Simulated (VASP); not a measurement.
Wanted: the native input for a VASP 6.6.1 run.

| Quantity | Value |
| --- | --- |
| Task | single point |
| Functional | r2SCAN |
| Dispersion | D3(BJ) |
| Potentials or basis | VASP PAW PBE potentials, release 64 (C) |
| Cutoff | 520 eV |
| k mesh | 21 × 21 × 6 |
| Occupations | gaussian, width 0.1 eV |
| Spin | no spin polarisation |
| Dipole correction | no |
| Further INCAR settings | ALGO = Normal; EDIFF = 1e-07; NBANDS = 16 |

C:

```
C
1.0
     2.45292    0.00000    0.00000
    -1.22646    2.12429    0.00000
     0.00000    0.00000    6.54196
C
4
Cartesian
  0.0000 0.0000 1.6355
  0.0000 0.0000 4.9065
  0.0000 1.4162 1.6355
  1.2265 0.7081 4.9065
```

These files were run (other wordings do the same):

POSCAR

```
C
1.0
    2.4529236534      0.0000000000      0.0000000000
   -1.2264618267      2.1242941973      0.0000000000
    0.0000000000      0.0000000000      6.5419610590
C
4
Direct
    0.0000000000      0.0000000000      0.2500000000
    0.0000000000      0.0000000000      0.7500000000
    0.3333333333      0.6666666667      0.2500000000
    0.6666666667      0.3333333333      0.7500000000
```

INCAR.step1

```
PREC = Accurate
ENCUT = 520
ISMEAR = 0
SIGMA = 0.1
LREAL = F
LASPH = T
NELM = 60
NBANDS = 16
GGA = PE
ALGO = Normal
EDIFF = 1E-4
LWAVE = T
LCHARG = F
```

INCAR.step2

```
PREC = Accurate
ENCUT = 520
EDIFF = 1E-7
ISMEAR = 0
SIGMA = 0.1
LREAL = F
LASPH = T
NELM = 60
ALGO = Normal
ISIF = 2
LWAVE = F
LCHARG = T
METAGGA = R2SCAN
LMIXTAU = T
IVDW = 12
VDW_S6 = 1.0
VDW_S8 = 0.78981345
VDW_A1 = 0.49484001
VDW_A2 = 5.73083694
LELF = T
LVHAR = T
NBANDS = 16
ISTART = 1
```

KPOINTS

```
Automatic mesh
0
Gamma
  21 21 6
```

Potentials or basis: VASP PAW PBE potentials, release 64 (C).

Command:

```bash
$ cat potpaw_PBE.64/C/POTCAR > POTCAR
$ cp INCAR.step1 INCAR
$ mpirun -np 1 vasp_std > vasp.out
$ cp INCAR.step2 INCAR
$ mpirun -np 1 vasp_std > vasp.out
```

It gave:

The pressure is 2.0 GPa and the band gap on the k mesh is zero (bands 8 and 9 overlap by 0.04 eV). The dispersion energy per atom is -0.078 eV.

Caveat: the PAW data sets were made with another functional, which shifts forces and pressure a little.

Run time: 3.4 min on 1 thread of AMD EPYC 9R45 96-Core Processor (Zen 5), with other jobs on the host, peak memory 0.18 GiB.
